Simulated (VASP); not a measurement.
# WC (I4/mmm) in VASP: a series of runs

The runs below take WC through single point, with r2SCAN.

Everything below comes from runs of VASP 6.6.1. Logs are shortened: lines on timing, memory, paths and dates and some standing lists are left out, and cuts for length are marked.

### Step 1. The cell of the first run

The structure is tetragonal, space group I4/mmm (No. 139). The conventional cell has a = 2.946 Å, b = 2.946 Å, c = 4.385 Å, α = 90.00°, β = 90.00°, γ = 90.00°. W (site symmetry 4/mmm) has 6 C at 2.08 to 2.19 Å within 2.8 Å. C (site symmetry 4/mmm) has 6 W at 2.08 to 2.19 Å within 2.8 Å.

### Step 2. Single point, r2SCAN (strain -0.050 along x and y, +0.000 along z)

Contents of POSCAR:

```
WC
1.0
    0.0000000000      2.0830498000      2.1926840000
    2.0830498000      0.0000000000      2.1926840000
    2.0830498000      2.0830498000      0.0000000000
W C
1 1
Direct
    0.0000000000      0.0000000000      0.0000000000
    0.5000000000      0.5000000000      0.5000000000
```

Contents of INCAR.step1:

```
PREC = Accurate
ENCUT = 520
ISMEAR = 0
SIGMA = 0.15
LREAL = F
LASPH = T
NELM = 100
NBANDS = 16
GGA = PE
ALGO = Normal
EDIFF = 1E-4
LWAVE = T
LCHARG = F
```

Contents of INCAR.step2:

```
PREC = Accurate
ENCUT = 520
EDIFF = 1E-6
ISMEAR = 0
SIGMA = 0.15
LREAL = F
LASPH = T
NELM = 100
ALGO = Normal
ISIF = 2
LWAVE = F
LCHARG = T
METAGGA = R2SCAN
LMIXTAU = T
LELF = T
LVHAR = T
NBANDS = 16
ISTART = 1
```

Contents of KPOINTS:

```
Automatic mesh
0
Gamma
  18 18 18
```

Potentials or basis: VASP PAW PBE potentials, release 64 (W_sv, C).

Started as:

```console
cat potpaw_PBE.64/W_sv/POTCAR potpaw_PBE.64/C/POTCAR > POTCAR
cp INCAR.step1 INCAR
mpirun -np 1 vasp_std > vasp.out
cp INCAR.step2 INCAR
mpirun -np 1 vasp_std > vasp.out
```

OUTCAR:

```text
PREC = Accurate
   ENCUT = 520
   EDIFF = 1E-6
   ISMEAR = 0
   LREAL = F
   LASPH = T
   NELM = 100
   ISIF = 2
   METAGGA = R2SCAN
   ISTART = 1

 ion  position               nearest neighbor table
   1  0.000  0.000  0.000-   2 2.08   2 2.08   2 2.08   2 2.08   2 2.19   2 2.19
   2  0.500  0.500  0.500-   1 2.08   1 2.08   1 2.08   1 2.08   1 2.19   1 2.19

  LATTYP: Found a body centered tetragonal cell.
 ALAT       =     2.9458772783
 C/A-ratio  =     1.4886458551

  Lattice vectors:

 A1 = (  -2.0830498000,   0.0000000000,   2.1926840000)
 A2 = (   2.0830498000,   0.0000000000,   2.1926840000)
 A3 = (   0.0000000000,   2.0830498000,  -2.1926840000)

Analysis of symmetry for initial positions (statically):
=====================================================================
 Subroutine PRICEL returns:
 Original cell was already a primitive cell.

 Routine SETGRP: Setting up the symmetry group for a
 body centered tetragonal supercell.

 Subroutine GETGRP returns: Found 16 space group operations
 (whereof 16 operations were pure point group operations)
 out of a pool of 16 trial point group operations.

The static configuration has the point symmetry D_4h.

Analysis of symmetry for dynamics (positions and initial velocities):
=====================================================================
 Subroutine PRICEL returns:
 Original cell was already a primitive cell.

 Routine SETGRP: Setting up the symmetry group for a
 body centered tetragonal supercell.

 Subroutine GETGRP returns: Found 16 space group operations
 (whereof 16 operations were pure point group operations)
 out of a pool of 16 trial point group operations.

The dynamic configuration has the point symmetry D_4h.

 Subroutine INISYM returns: Found 16 space group operations
 (whereof 16 operations are pure point group operations),
 and found     1 'primitive' translations

----------------------------------------------------------------------------------------

                                     Primitive cell

  volume of cell :      19.0285

  direct lattice vectors                    reciprocal lattice vectors
     0.000000000  2.083049800  2.192684000    -0.240032667  0.240032667  0.228031034
     2.083049800  0.000000000  2.192684000     0.240032667 -0.240032667  0.228031034
     2.083049800  2.083049800  0.000000000     0.240032667  0.240032667 -0.228031034

  length of vectors
     3.024394087  3.024394087  2.945877278     0.408937056  0.408937056  0.408937056

  position of ions in fractional coordinates (direct lattice)
     0.000000000  0.000000000  0.000000000
     0.500000000  0.500000000  0.500000000

  ion indices of the primitive-cell ions
   primitive index   ion index
                 1           1
                 2           2

----------------------------------------------------------------------------------------

 KPOINTS: Automatic mesh

Automatic generation of k-mesh.
 Grid dimensions read from file:
 generate k-points for:   18   18   18

 Generating k-lattice:

  Cartesian coordinates                     Fractional coordinates (reciprocal lattice)
    -0.013335148  0.013335148  0.012668391     0.055555556  0.000000000  0.000000000
     0.013335148 -0.013335148  0.012668391     0.000000000  0.055555556  0.000000000
     0.013335148  0.013335148 -0.012668391    -0.000000000 -0.000000000  0.055555556

  Length of vectors
     0.022718725  0.022718725  0.022718725

  Shift w.r.t. Gamma in fractional coordinates (k-lattice)
     0.000000000  0.000000000  0.000000000

 Subroutine IBZKPT returns following result:
 ===========================================

 Found    480 irreducible k-points:

 Following reciprocal coordinates:
            Coordinates               Weight
  0.000000  0.000000  0.000000      1.000000
  0.055556  0.000000  0.000000      8.000000
  0.111111  0.000000  0.000000      8.000000
  0.166667  0.000000  0.000000      8.000000
  0.222222 -0.000000  0.000000      8.000000
  0.277778  0.000000  0.000000      8.000000
[... 16 lines left out ...]
 -0.277778  0.055556  0.000000      8.000000
 -0.222222  0.055556  0.000000      8.000000
 [... further k-points ...]
   k-points           NKPTS =    480   k-points in BZ     NKDIM =    480   number of bands    NBANDS=     16
   number of dos      NEDOS =    301   number of ions     NIONS =      2
   total plane-waves  NPLWV =  13824
   dimension x,y,z NGX =    24 NGY =   24 NGZ =   24
   dimension x,y,z NGXF=    48 NGYF=   48 NGZF=   48
   ions per type =               1   1
   NGX,Y,Z   is equivalent  to a cutoff of  13.19, 13.19, 13.54 a.u.
   NGXF,Y,Z  is equivalent  to a cutoff of  26.38, 26.38, 27.09 a.u.
 SYSTEM =  unknown system
   PREC   = accura    normal or accurate (medium, high low for compatibility)
   ISTART =      1    job   : 0-new  1-cont  2-samecut
   ICHARG =      0    charge: 1-file 2-atom 10-const
   ISPIN  =      1    spin polarized calculation?
   LNONCOLLINEAR =      F non collinear calculations
   LSORBIT =      F    spin-orbit coupling
   LASPH  =      T    aspherical Exc in radial PAW
   ENCUT  =  520.0 eV  38.22 Ry    6.18 a.u.   5.62  5.62  5.48*2*pi/ulx,y,z
   NELM   =    100;   NELMIN=  2; NELMDL=  0     # of ELM steps
   EDIFF  = 0.1E-05   stopping-criterion for ELM
   LREAL  =      F    real-space projection
   EDIFFG = 0.1E-04   stopping-criterion for IOM
   NSW    =      0    number of steps for IOM
   IBRION =     -1    ionic relax: 0-MD 1-quasi-New 2-CG
   NFREE  =      0    steps in history (QN), initial steepest desc. (CG)
   ISIF   =      2    stress and relaxation
   ISYM   =      2    0-nonsym 1-usesym 2-fastsym
   POTIM  = 0.5000    time-step for ionic-motion
   TEBEG  =    0.0;   TEEND  =   0.0 temperature during run
   PSTRESS=    0.0 pullay stress
   NELECT =      18.0000    total number of electrons
   NUPDOWN=      -1.0000    fix difference up-down
   EMIN   =  10.00;   EMAX   =-10.00  energy-range for DOS
   EFERMI =   0.00;   METHOD = LEGACY
   ISMEAR =     0;   SIGMA  =   0.15  broadening in eV -4-tet -1-fermi 0-gaus
   EFERMI_NEDOS =   21; number of points for ismear=-14 and -15
   IALGO  =     38    algorithm
   IMIX   =      4    mixing-type and parameters
     AMIX     =   0.40;   BMIX     =  1.00
     AMIX_MAG =   1.60;   BMIX_MAG =  1.00
  volume/ion in A,a.u.               =       9.51        64.21
  Fermi-wavevector in a.u.,A,eV,Ry     =   1.607054  3.036892 35.138726  2.582624
  Thomas-Fermi vector in A             =   2.703144
   LORBIT       =      0    0 simple, 1 ext, 2 COOP (PROOUT), +10 PAW based schemes
   METAGGA = R2SCAN    functional components
   LHFCALC =     F    Hartree Fock is set to
   AEXX    =    0.0000 exact exchange contribution
   IVDW    =     0    specifies the selected vdW correction
   LEPSILON=     F    determine dielectric tensor
   LRPA    =     F    only Hartree local field effects (RPA)
 non-spin polarized calculation
 Gauss-broadening in eV      SIGMA  =   0.15
  energy-cutoff  :      520.00
  volume of cell :       19.03
 maximum number of plane-waves:       540
   NGX = 11   NGY = 11   NGZ = 11

 number of electron      18.0000002 magnetization

 Free energy of the ion-electron system (eV)
  ---------------------------------------------------
  ext. energy  EPLUGINS =         0.00000000
  ---------------------------------------------------
  free energy    TOTEN  =       -60.31084735 eV

  energy without entropy =      -60.30197666  energy(sigma->0) =      -60.30641201

 E-fermi :  14.0270     XC(G=0): -15.5252

 val. band max:       14.0263928397   @ k =   0.3333   0.0556   0.1111
 cond. band min:      14.0350300855   @ k =  -0.2778   0.3889   0.2222
 fundamental gap:      0.0086372458
 Fermi energy:        14.0270312251

 k-point     1 :       0.0000    0.0000    0.0000
  band No.  band energies     occupation
      1     -63.3553      2.00000
      2     -26.6755      2.00000
      3     -26.6755      2.00000
      4     -26.6689      2.00000
      5      -3.6268      2.00000
      6      10.2881      2.00000
[... 8 lines left out ...]
     15      24.4808      0.00000
     16      39.3819      0.00000

 k-point     2 :       0.0556    0.0000    0.0000
  band No.  band energies     occupation
      1     -63.3532      2.00000
      2     -26.7038      2.00000
      3     -26.6773      2.00000
      4     -26.6743      2.00000
      5      -3.5225      2.00000
      6      10.1354      2.00000
[... 8 lines left out ...]
     15      24.7225      0.00000
     16      38.3735      0.00000

 k-point     3 :       0.1111    0.0000    0.0000
  band No.  band energies     occupation
      1     -63.3472      2.00000
      2     -26.7885      2.00000
      3     -26.6860      2.00000
      4     -26.6822      2.00000
      5      -3.2164      2.00000
      6       9.4777      2.00000
[... 8 lines left out ...]
     15      25.4028      0.00000
     16      36.4634      0.00000

 k-point     4 :       0.1667    0.0000    0.0000
  band No.  band energies     occupation
      1     -63.3379      2.00000
      2     -26.9164      2.00000
      3     -26.7035      2.00000
      4     -26.6898      2.00000
      5      -2.7280      2.00000
      6       8.4827      2.00000
[... 8 lines left out ...]
     15      26.3717      0.00000
     16      34.5946      0.00000

 k-point     5 :       0.2222   -0.0000    0.0000
  band No.  band energies     occupation
      1     -63.3266      2.00000
      2     -27.0701      2.00000
      3     -26.7248      2.00000
      4     -26.6990      2.00000
      5      -2.0870      2.00000
      6       7.4218      2.00000
[... 8 lines left out ...]
     15      27.3548      0.00000
     16      33.2717      0.00000

 k-point     6 :       0.2778    0.0000    0.0000
  band No.  band energies     occupation
      1     -63.3145      2.00000
      2     -27.2299      2.00000
      3     -26.7474      2.00000
      4     -26.7088      2.00000
      5      -1.3290      2.00000
      6       6.3675      2.00000
[... 8 lines left out ...]
     15      28.1599      0.00000
     16      31.9065      0.00000

 k-point     7 :       0.3333   -0.0000    0.0000
  band No.  band energies     occupation
      1     -63.3031      2.00000
      2     -27.3768      2.00000
      3     -26.7685      2.00000
      4     -26.7179      2.00000
      5      -0.4916      2.00000
      6       5.3422      2.00000
[... 8 lines left out ...]
     15      28.8916      0.00000
     16      30.1476      0.00000

 k-point     8 :       0.3889    0.0000    0.0000
  band No.  band energies     occupation
      1     -63.2938      2.00000
      2     -27.4943      2.00000
      3     -26.7857      2.00000
      4     -26.7253      2.00000
      5       0.3866      2.00000
      6       4.3578      2.00000
[... 8 lines left out ...]
     15      28.2309      0.00000
     16      28.9150      0.00000

 k-point     9 :       0.4444   -0.0000    0.0000
  band No.  band energies     occupation
      1     -63.2878      2.00000
      2     -27.5700      2.00000
      3     -26.7968      2.00000
      4     -26.7301      2.00000
      5       1.2524      2.00000
      6       3.4411      2.00000
[... 8 lines left out ...]
     15      27.0758      0.00000
     16      27.8164      0.00000
[... 172 lines left out ...]
 k-point    19 :       0.5000    0.0556    0.0000
  band No.  band energies     occupation
      1     -63.2853      2.00000
      2     -27.5813      2.00000
      3     -26.8170      2.00000
      4     -26.7384      2.00000
      5       1.5876      2.00000
      6       3.0893      2.00000
[... 8 lines left out ...]
     15      26.9137      0.00000
     16      27.7099      0.00000

 k-point    20 :      -0.4444    0.0556    0.0000
  band No.  band energies     occupation
      1     -63.2856      2.00000
      2     -27.5784      2.00000
      3     -26.8197      2.00000
      4     -26.7319      2.00000
      5       1.5245      2.00000
      6       3.1713      2.00000
[... 8 lines left out ...]
     15      26.9333      0.00000
     16      27.8076      0.00000

 k-point    21 :      -0.3889    0.0556    0.0000
  band No.  band energies     occupation
      1     -63.2900      2.00000
      2     -27.5257      2.00000
      3     -26.8139      2.00000
      4     -26.7225      2.00000
      5       0.7699      2.00000
      6       3.9697      2.00000
[... 8 lines left out ...]
     15      27.5883      0.00000
     16      28.7625      0.00000

 k-point    22 :      -0.3333    0.0556    0.0000
  band No.  band energies     occupation
      1     -63.2980      2.00000
      2     -27.4284      2.00000
      3     -26.8003      2.00000
      4     -26.7114      2.00000
      5      -0.0853      2.00000
      6       4.9115      2.00000
[... 8 lines left out ...]
     15      28.5645      0.00000
     16      29.7839      0.00000

 k-point    23 :      -0.2778    0.0556    0.0000
  band No.  band energies     occupation
      1     -63.3085      2.00000
      2     -27.2968      2.00000
      3     -26.7804      2.00000
      4     -26.6998      2.00000
      5      -0.9293      2.00000
      6       5.9105      2.00000
[... 8 lines left out ...]
     15      28.4382      0.00000
     16      30.6977      0.00000

 k-point    24 :      -0.2222    0.0556    0.0000
  band No.  band energies     occupation
      1     -63.3203      2.00000
      2     -27.1455      2.00000
      3     -26.7564      2.00000
      4     -26.6892      2.00000
      5      -1.7149      2.00000
      6       6.9458      2.00000
[... 8 lines left out ...]
     15      27.7477      0.00000
     16      32.4397      0.00000

 [... further k-points ...]
[... 5 lines left out ...]
  --------------------------------------------------------------------------------------
  -------------------------------------------------------------------------------------
  Total        7.1155427      7.1155427      2.1030919      0.0000000     -0.0000000      0.0000000
  in kB      599.1192306    599.1192306    177.0775390      0.0000000     -0.0000000      0.0000000
  external PRESSURE =     458.4386667 kB  Pullay stress =       0.0000000 kB

 VOLUME and BASIS-vectors are now :
 -----------------------------------------------------------------------------
  energy-cutoff  :      520.00
  volume of cell :       19.03
      direct lattice vectors                 reciprocal lattice vectors
     0.000000000  2.083049800  2.192684000    -0.240032667  0.240032667  0.228031034
     2.083049800  0.000000000  2.192684000     0.240032667 -0.240032667  0.228031034
     2.083049800  2.083049800  0.000000000     0.240032667  0.240032667 -0.228031034

 POSITION                                       TOTAL-FORCE (eV/Angst)
 -----------------------------------------------------------------------------------
      0.00000      0.00000      0.00000        -0.000000      0.000000     -0.000000
      2.08305      2.08305      2.19268         0.000000     -0.000000      0.000000
 -----------------------------------------------------------------------------------
    total drift:                                0.000000     -0.000000     -0.000000

  FREE ENERGIE OF THE ION-ELECTRON SYSTEM (eV)
  ---------------------------------------------------
  free  energy   TOTEN  =       -60.3108473533 eV

  energy  without entropy=      -60.3019766627  energy(sigma->0) =      -60.30641201
```

It took 5.9 min on 1 thread of Intel Xeon Platinum 8259CL at 2.50GHz (Skylake/Cascade Lake), shared host; peak memory 0.27 GiB.

Results:

```
Free energy            : -60.3108 eV
Pressure               : 45.8 GPa
Band gap on the k mesh : zero (band 9 reaches 15.20 eV, above the bottom of band 10 at 11.65 eV)
```

Caveat: the cell differs from its parent crystal (strain -0.050 along x and y, +0.000 along z); the PAW data sets were made with another functional, which shifts forces and pressure a little; spin-orbit coupling is left out, which moves the levels of the heavy elements.

### Step 3. Single point, r2SCAN (strain -0.025 along x and y, -0.050 along z)

Contents of POSCAR:

```
WC
1.0
    0.0000000000      2.1378669000      2.0830498000
    2.1378669000      0.0000000000      2.0830498000
    2.1378669000      2.1378669000      0.0000000000
W C
1 1
Direct
    0.0000000000      0.0000000000      0.0000000000
    0.5000000000      0.5000000000      0.5000000000
```

Contents of INCAR.step1:

```
SYSTEM = WC
ALGO = Normal ; EDIFF = 1E-4
ENCUT = 520 ; GGA = PE
ISMEAR = 0 ; LASPH = .TRUE.
LCHARG = .FALSE. ; LREAL = .FALSE.
LWAVE = .TRUE. ; NBANDS = 16
NELM = 60 ; PREC = Accurate
SIGMA = 0.15
```

Contents of INCAR.step2:

```
SYSTEM = WC
ALGO = Normal ; EDIFF = 1E-6
ENCUT = 520 ; ISIF = 2
ISMEAR = 0 ; ISTART = 1
LASPH = .TRUE. ; LCHARG = .FALSE.
LMIXTAU = .TRUE. ; LREAL = .FALSE.
LWAVE = .FALSE. ; METAGGA = R2SCAN
NBANDS = 16 ; NELM = 60
PREC = Accurate ; SIGMA = 0.15
```

Contents of KPOINTS:

```
k-points
0
G
  18 18 18
  0 0 0
```

Potentials or basis: VASP PAW PBE potentials, release 64 (W_sv, C).

Started as:

```console
cat potpaw_PBE.64/W_sv/POTCAR potpaw_PBE.64/C/POTCAR > POTCAR
cp INCAR.step1 INCAR
mpirun -np 1 vasp_std > vasp.out
cp INCAR.step2 INCAR
mpirun -np 1 vasp_std > vasp.out
```

Wall time 6.1 min (1 thread of Intel Xeon Platinum 8259CL at 2.50GHz (Skylake/Cascade Lake), shared host); peak memory 0.27 GiB.

Results (log left out):

```yaml
Free_energy: -60.3790 eV
Pressure: 43.5 GPa
Band_gap_on_the_k_mesh: zero (band 9 reaches 15.23 eV, above the bottom of band 10 at 11.57 eV)
```

Stress tensor (GPa, compression positive):
```
35.26  0.00  0.00
 0.00 35.26  0.00
 0.00  0.00 59.97
```

Levels at points of the mesh, in eV from the Fermi level:
```tsv
k point	band 7	band 8	band 9	band 10	band 11	band 12
(0.00, 0.00, 0.00)	-3.38	-3.02	-1.44	-1.44	-1.31	-1.26
(0.50, 0.00, 0.00)	-7.78	-7.73	1.20	1.46	2.97	5.48
(0.50, 0.50, 0.00)	-5.89	-3.02	-3.02	1.10	2.80	2.80
(0.50, 0.00, 0.50)	-6.26	-2.88	-2.74	1.01	2.62	2.96
```

Caveat: the cell differs from its parent crystal (strain -0.025 along x and y, -0.050 along z); the PAW data sets were made with another functional, which shifts forces and pressure a little; spin-orbit coupling is left out, which moves the levels of the heavy elements.
